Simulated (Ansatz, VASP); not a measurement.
# One calculation of B, two programs

```
CELL_PARAMETERS angstrom
3.37692 0.00000 0.00000
0.00000 3.37692 0.00000
0.00000 0.00000 3.37692
ATOMIC_POSITIONS crystal
B 0.50000 0.50000 0.50000
B 0.00000 0.00000 0.00000
B 0.50000 0.00000 0.00000
B 0.00000 0.50000 0.00000
B 0.00000 0.00000 0.50000
```

Alike in both runs: functional PBE; k mesh 12 × 12 × 12; occupations gaussian, width 0.1 eV; no spin polarisation.

Ansatz relaxed the structure, and its values are those at the end. VASP's run is a single point on that final structure, the one shown.

|  | VASP | Ansatz |
| --- | --- | --- |
| version | VASP 6.6.1 | Ansatz 0.2.0 |
| potentials or method | VASP PAW PBE potentials, release 64 (B), cutoff 520 eV | scalar-relativistic, plane waves, PAW |
| valence electrons in the cell | 15 | 15 |

|  | VASP | Ansatz | Ansatz less VASP |
| --- | --- | --- | --- |
| gap on the k mesh at the Fermi level (eV) | none | none | - |
| pressure (GPa) | 0.0 | 0.0 | +0.06 |

A gap of «none» marks a metal or a gap that the smearing closes.
